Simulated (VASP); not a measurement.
Input of a VASP 6.6.1 run:

The input INCAR:

```
SYSTEM = NbCu2
  PREC = Accurate
  ENCUT = 520
  EDIFF = 1E-7
  ISMEAR = 0
  SIGMA = 0.1
  LREAL = .False.
  LASPH = .True.
  NELM = 150
  ALGO = Normal
  ISIF = 2
  LWAVE = .False.
  LCHARG = .False.
  ISPIN = 2
  MAGMOM = 1 0 0
  LORBIT = 11
  LMAXMIX = 4
  GGA = PE
  NBANDS = 28
```

Contents of KPOINTS:

```
Automatic mesh
0
Gamma
  6 6 6
  0 0 0
```

The input POSCAR:

```
NbCu2
1.0
    0.0000000000      2.9572024182      2.9572024182
    2.9572024182      0.0000000000      2.9572024182
    2.9572024182      2.9572024182      0.0000000000
Nb Cu
1 2
Direct
    0.0000000000      0.0000000000      0.0000000000
    0.2500000000      0.2500000000      0.2500000000
    0.7500000000      0.7500000000      0.7500000000
```

Potentials or basis: VASP PAW PBE potentials, release 64 (Nb_sv, Cu).

Launch:

```console
$ cat potpaw_PBE.64/Nb_sv/POTCAR potpaw_PBE.64/Cu/POTCAR > POTCAR
$ mpirun -np 1 vasp_std > vasp.out
```

Q: What does it give for the net moment?

A: 0.00 μB per cell.

Q: Estimate the pressure.

A: 0.2 GPa.
